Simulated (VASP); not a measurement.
# CuAu (R-3m) in VASP: notebook, part 2 of 2

VASP 6.6.1.

## Step 3: Single point, PBEsol

Input file INCAR:

```
ALGO = Normal
EDIFF = 1E-7
ENCUT = 520
GGA = PS
ISIF = 2
ISMEAR = -1
LASPH = T
LCHARG = F
LREAL = F
LWAVE = F
NBANDS = 18
NELM = 100
PREC = Accurate
SIGMA = 0.05
```

Input file KPOINTS:

```
k-points
0
Gamma
  11 11 11
```

Input file POSCAR:

```
CuAu
1.0
    1.4135984423      0.8161414412      4.1692857537
   -1.4135984423      0.8161414412      4.1692857537
    0.0000000000     -1.6322828824      4.1692857537
Au Cu
1 1
Direct
    0.0000000000      0.0000000000      0.0000000000
    0.5000000000      0.5000000000      0.5000000000
```

Potentials or basis: VASP PAW PBE potentials, release 64 (Au, Cu).

Launch:

```bash
> cat potpaw_PBE.64/Au/POTCAR potpaw_PBE.64/Cu/POTCAR > POTCAR
> mpirun -np 1 vasp_std > vasp.out
```

OUTCAR:

```text
EDIFF = 1E-7
   ENCUT = 520
   GGA = PS
   ISIF = 2
   ISMEAR = -1
   LASPH = T
   LREAL = F
   NELM = 100
   PREC = Accurate

 ion  position               nearest neighbor table
   1  0.000  0.000  0.000-   2 2.65   2 2.65   2 2.65   2 2.65   2 2.65   2 2.65
   2  0.500  0.500  0.500-   1 2.65   1 2.65   1 2.65   1 2.65   1 2.65   1 2.65

  LATTYP: Found a trigonal (rhomboedric) cell.
 ALAT       =     4.4774201393
 COS(alpha) =     0.8006453295

  Lattice vectors:

 A1 = (   1.4135984423,   0.8161414412,   4.1692857537)
 A2 = (  -1.4135984423,   0.8161414412,   4.1692857537)
 A3 = (   0.0000000000,  -1.6322828824,   4.1692857537)

Analysis of symmetry for initial positions (statically):
=====================================================================
 Subroutine PRICEL returns:
 Original cell was already a primitive cell.

 Routine SETGRP: Setting up the symmetry group for a
 trigonal (rhombohedral) supercell.

 Subroutine GETGRP returns: Found 12 space group operations
[... 161 lines left out ...]
  free energy    TOTEN  =        -8.19556590 eV

  energy without entropy =       -8.18780612  energy(sigma->0) =       -8.19168601

 E-fermi :   8.7757     XC(G=0): -12.8721

 val. band max:        8.7691331013   @ k =  -0.4545   0.2727   0.2727
 cond. band min:       8.7792188730   @ k =   0.3636   0.1818   0.1818
 fundamental gap:      0.0100857717
 Fermi energy:         8.7756910735

 k-point     1 :       0.0000    0.0000    0.0000
  band No.  band energies     occupation
      1      -1.3000      2.00000
      2       1.8560      2.00000
      3       3.6827      2.00000
      4       3.6827      2.00000
      5       4.7749      2.00000
      6       4.7749      2.00000
[... 481 lines left out ...]
      5       4.3546      2.00000
      6       5.6627      2.00000
[... 10 lines left out ...]
     17      21.6905      0.00000
     18      28.6061      0.00000

 [... further k-points ...]

------------------------ aborting loop because EDIFF is reached ----------------------------------------

  FORCE on cell =-STRESS in cart. coord.  units (eV):
  Direction    XX          YY          ZZ          XY          YZ          ZX
  --------------------------------------------------------------------------------------
  -------------------------------------------------------------------------------------
  Total       -0.0182720     -0.0182720      0.5326544      0.0000000      0.0000000      0.0000000
  in kB       -1.0143587     -1.0143587     29.5700241      0.0000000      0.0000000      0.0000000
  external PRESSURE =       9.1804355 kB  Pullay stress =       0.0000000 kB

 VOLUME and BASIS-vectors are now :
 -----------------------------------------------------------------------------
  energy-cutoff  :      520.00
  volume of cell :       28.86
      direct lattice vectors                 reciprocal lattice vectors
     1.413598442  0.816141441  4.169285754     0.353707238  0.204212969  0.079949745
    -1.413598442  0.816141441  4.169285754    -0.353707238  0.204212969  0.079949745
     0.000000000 -1.632282882  4.169285754     0.000000000 -0.408425938  0.079949745

 POSITION                                       TOTAL-FORCE (eV/Angst)
 -----------------------------------------------------------------------------------
      0.00000      0.00000      0.00000         0.000000      0.000000      0.000000
      0.00000      0.00000      6.25393         0.000000     -0.000000     -0.000000
 -----------------------------------------------------------------------------------
    total drift:                                0.000000     -0.000000      0.000000

  FREE ENERGIE OF THE ION-ELECTRON SYSTEM (eV)
  ---------------------------------------------------
  free  energy   TOTEN  =        -8.1955659040 eV

  energy  without entropy=       -8.1878061192  energy(sigma->0) =       -8.19168601
```

OSZICAR:

```text
N       E                     dE             d eps       ncg     rms          rms(c)
DAV:   1     0.128884870080E+03    0.12888E+03   -0.10952E+04  5682   0.172E+03
DAV:   2    -0.406029346362E+01   -0.13295E+03   -0.12449E+03  5354   0.299E+02
DAV:   3    -0.935057040055E+01   -0.52903E+01   -0.51592E+01  6280   0.696E+01
DAV:   4    -0.942358870385E+01   -0.73018E-01   -0.72961E-01  6576   0.680E+00
DAV:   5    -0.942554157126E+01   -0.19529E-02   -0.19528E-02  6794   0.114E+00    0.134E+01
DAV:   6    -0.883868941305E+01    0.58685E+00   -0.94192E+00  5638   0.851E+01    0.644E+00
DAV:   7    -0.826850678239E+01    0.57018E+00   -0.35362E+00  6564   0.887E+01    0.628E+00
DAV:   8    -0.820478009936E+01    0.63727E-01   -0.23786E-01  7864   0.111E+01    0.297E+00
DAV:   9    -0.819581571118E+01    0.89644E-02   -0.21032E-02  8002   0.344E+00    0.110E-01
DAV:  10    -0.819558047976E+01    0.23523E-03   -0.23431E-03  6742   0.576E-01    0.775E-02
DAV:  11    -0.819557063376E+01    0.98460E-05   -0.78448E-05  6854   0.993E-02    0.329E-02
DAV:  12    -0.819556604708E+01    0.45867E-05   -0.10319E-05  7886   0.101E-01    0.426E-03
DAV:  13    -0.819556592678E+01    0.12030E-06   -0.46952E-07  5854   0.626E-03    0.168E-03
DAV:  14    -0.819556590401E+01    0.22769E-07   -0.54739E-08  3132   0.562E-03
   1 F= -.81955659E+01 E0= -.81916860E+01  d E =-.775978E-02
```

stdout:

```text
POSCAR found type information on POSCAR AuCu
 POSCAR found :  2 types and       2 ions
 scaLAPACK will be used
 -----------------------------------------------------------------------------
|                                                                             |
|                                                                             |
|     You enforced a specific xc type in the INCAR file but a different       |
|     I HOPE YOU KNOW WHAT YOU ARE DOING!                                     |
|                                                                             |
 -----------------------------------------------------------------------------

 LDA part: xc-table for (Slater+PW92), standard interpolation
 POSCAR, INCAR and KPOINTS ok, starting setup
 FFT: planning ... GRIDC
 FFT: planning ... GRID_SOFT
 FFT: planning ... GRID
 WAVECAR not read
 entering main loop
```

Wall time 54 s (1 thread of Intel Xeon 6975P-C (Granite Rapids), shared host); peak memory 0.26 GiB.

Results:

- Free energy: -8.1956 eV
- Pressure: 0.9 GPa
- Band gap on the k mesh: zero (band 11 reaches 10.80 eV, above the bottom of band 12 at 6.48 eV)

Stress tensor (GPa, compression positive):
```
-0.10  0.00  0.00
 0.00 -0.10  0.00
 0.00  0.00  2.96
```

Caveat: the PAW data sets were made with another functional, which shifts forces and pressure a little; spin-orbit coupling is left out, which moves the levels of the heavy elements.

## Step 4: Single point, LDA

This run uses another cell than the first one, of 14.74 Å³/atom, 1.021 times its volume.

Input file INCAR:

```
SYSTEM = CuAu
ALGO = Normal
EDIFF = 1E-6
ENCUT = 520
ISIF = 2
ISMEAR = -1
LASPH = .TRUE.
LCHARG = .FALSE.
LREAL = .FALSE.
LWAVE = .FALSE.
NBANDS = 18
NELM = 60
PREC = Accurate
SIGMA = 0.05
```

Input file KPOINTS:

```
k-points
0
G
  11 11 11
  0 0 0
```

Input file POSCAR:

```
CuAu
1.0
    1.4235536889      0.8218891055      4.1986478884
   -1.4235536889      0.8218891055      4.1986478884
    0.0000000000     -1.6437782110      4.1986478884
Au Cu
1 1
Direct
    0.0000000000      0.0000000000      0.0000000000
    0.5000000000      0.5000000000      0.5000000000
```

Potentials or basis: VASP PAW LDA potentials, release 64 (Au, Cu).

Launch:

```bash
> cat potpaw_LDA.64/Au/POTCAR potpaw_LDA.64/Cu/POTCAR > POTCAR
> mpirun -np 1 vasp_std > vasp.out
```

OUTCAR:

```text
SYSTEM = CuAu
   EDIFF = 1E-6
   ENCUT = 520
   ISIF = 2
   ISMEAR = -1
   LASPH = .TRUE.
   LREAL = .FALSE.
   NELM = 60
   PREC = Accurate

 ion  position               nearest neighbor table
   1  0.000  0.000  0.000-   2 2.67   2 2.67   2 2.67   2 2.67   2 2.67   2 2.67
   2  0.500  0.500  0.500-   1 2.67   1 2.67   1 2.67   1 2.67   1 2.67   1 2.67

  LATTYP: Found a trigonal (rhomboedric) cell.
 ALAT       =     4.5089523060
 COS(alpha) =     0.8006453295

  Lattice vectors:

 A1 = (   1.4235536889,   0.8218891055,   4.1986478884)
 A2 = (  -1.4235536889,   0.8218891055,   4.1986478884)
 A3 = (   0.0000000000,  -1.6437782110,   4.1986478884)

Analysis of symmetry for initial positions (statically):
=====================================================================
 Subroutine PRICEL returns:
 Original cell was already a primitive cell.

 Routine SETGRP: Setting up the symmetry group for a
 trigonal (rhombohedral) supercell.

 Subroutine GETGRP returns: Found 12 space group operations
 (whereof 12 operations were pure point group operations)
 out of a pool of 12 trial point group operations.

The static configuration has the point symmetry D_3d.

[... 158 lines left out ...]
  energy without entropy =       -9.05901425  energy(sigma->0) =       -9.06298550

 E-fermi :   8.4252     XC(G=0): -12.8859

 val. band max:        8.4186776775   @ k =  -0.2727  -0.3636   0.1818
 cond. band min:       8.4287576223   @ k =  -0.3636  -0.4545   0.1818
 fundamental gap:      0.0100799448
 Fermi energy:         8.4252318802

 k-point     1 :       0.0000    0.0000    0.0000
  band No.  band energies     occupation
      1      -1.4144      2.00000
      2       1.6708      2.00000
      3       3.4363      2.00000
      4       3.4363      2.00000
      5       4.4886      2.00000
      6       4.4886      2.00000
[... 481 lines left out ...]
      5       4.0890      2.00000
      6       5.3474      2.00000
[... 10 lines left out ...]
     17      21.1852      0.00000
     18      28.0547      0.00000

 [... further k-points ...]

------------------------ aborting loop because EDIFF is reached ----------------------------------------

  FORCE on cell =-STRESS in cart. coord.  units (eV):
  Direction    XX          YY          ZZ          XY          YZ          ZX
  --------------------------------------------------------------------------------------
  -------------------------------------------------------------------------------------
  Total       -1.3994224     -1.3994224     -1.1224731     -0.0000000      0.0000000      0.0000000
  in kB      -76.0696838    -76.0696838    -61.0153015     -0.0000000      0.0000000      0.0000000
  external PRESSURE =     -71.0515563 kB  Pullay stress =       0.0000000 kB

 VOLUME and BASIS-vectors are now :
 -----------------------------------------------------------------------------
  energy-cutoff  :      520.00
  volume of cell :       29.47
      direct lattice vectors                 reciprocal lattice vectors
     1.423553689  0.821889106  4.198647888     0.351233679  0.202784859  0.079390638
    -1.423553689  0.821889106  4.198647888    -0.351233679  0.202784859  0.079390638
     0.000000000 -1.643778211  4.198647888     0.000000000 -0.405569719  0.079390638

 POSITION                                       TOTAL-FORCE (eV/Angst)
 -----------------------------------------------------------------------------------
      0.00000      0.00000      0.00000        -0.000000     -0.000000     -0.000000
      0.00000      0.00000      6.29797         0.000000      0.000000      0.000000
 -----------------------------------------------------------------------------------
    total drift:                                0.000000     -0.000000      0.000000

  FREE ENERGIE OF THE ION-ELECTRON SYSTEM (eV)
  ---------------------------------------------------
  free  energy   TOTEN  =        -9.0669567595 eV

  energy  without entropy=       -9.0590142473  energy(sigma->0) =       -9.06298550
```

Run time: 50 s. Hardware: 1 thread of Intel Xeon 6975P-C (Granite Rapids), shared host; peak memory 0.23 GiB.

What came out:

| Property | Result |
| --- | --- |
| Free energy | -9.0670 eV |
| Pressure | -7.1 GPa |
| Band gap on the k mesh | zero (band 11 reaches 10.47 eV, above the bottom of band 12 at 6.13 eV) |

Levels at points of the mesh, in eV from the Fermi level:
```tsv
k point	band 9	band 10	band 11	band 12	band 13	band 14
(0.00, 0.00, 0.00)	-2.33	-1.65	-1.65	-0.22	4.79	14.54
```

Caveat: spin-orbit coupling is left out, which moves the levels of the heavy elements.

## Step 5: The runs side by side

| level | potentials or basis | cell | gap on the mesh (eV) | pressure (GPa) |
| --- | --- | --- | --- | --- |
| LDA | VASP PAW LDA potentials, release 64 (Au, Cu) | a = 4.477 Å, angles 36.8°, 2 atoms | none | -3.9 |
| PBEsol | VASP PAW PBE potentials, release 64 (Au, Cu) | a = 4.477 Å, angles 36.8°, 2 atoms | none | 0.9 |
| LDA | VASP PAW LDA potentials, release 64 (Au, Cu) | a = 4.509 Å, angles 36.8°, 2 atoms | none | -7.1 |

Alike in all rows: task single point; no spin polarisation; k mesh 11 × 11 × 11; cutoff (eV) 520; smearing fermi-dirac 0.05 eV.

Caveats: spin-orbit coupling is left out, which moves the levels of the heavy elements; the PAW data sets were made with another functional, which shifts forces and pressure a little (some runs).

Total energies depend on the potentials used, so only differences within one code and one set of settings carry meaning.
